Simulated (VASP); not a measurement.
# V: single point with PBE

Crystal: V.

```xyz
1
Lattice="-1.5230 1.5230 1.5230 1.5230 -1.5230 1.5230 1.5230 1.5230 -1.5230" Properties=species:S:1:pos:R:3 pbc="T T T"
V     0.0000    0.0000    0.0000
```

| Item | Value |
| --- | --- |
| Program | VASP 6.6.1 |
| Task | single point |
| Functional | PBE |
| Potentials or basis | VASP PAW PBE potentials, release 64 (V_sv) |
| Cutoff | 520 eV |
| k mesh | 15 × 15 × 15 |
| Occupations | fermi-dirac, width 0.03 eV |
| Spin | collinear spin, ferromagnetic start |
| Starting moments | [1.5] μB |

The pressure is -8.2 GPa. The net moment is 0.00 μB per cell and the valence electrons inside the program's atomic spheres are V 11.57.

Levels at points of the mesh, in eV from the Fermi level:
Spin up:
| k point | band 2 | band 3 | band 4 | band 5 | band 6 | band 7 | band 8 | band 9 | band 10 | band 11 |
| --- | --- | --- | --- | --- | --- | --- | --- | --- | --- | --- |
| (0.00, 0.00, 0.00) | -37.15 | -37.15 | -37.15 | -6.48 | 0.40 | 0.40 | 0.40 | 2.29 | 2.29 | 20.10 |
Spin down:
```
           k point  band 2  band 3  band 4  band 5  band 6  band 7  band 8  band 9  band 10  band 11
(0.00, 0.00, 0.00)  -37.15  -37.15  -37.15   -6.48    0.40    0.40    0.40    2.29     2.29    20.10
```

Run time: 73 s on 1 thread of Intel Xeon 8259CL (shared host), peak memory 0.16 GiB.

Caveat: the cell stands under tension; the moments typed at the start vanished in this run.
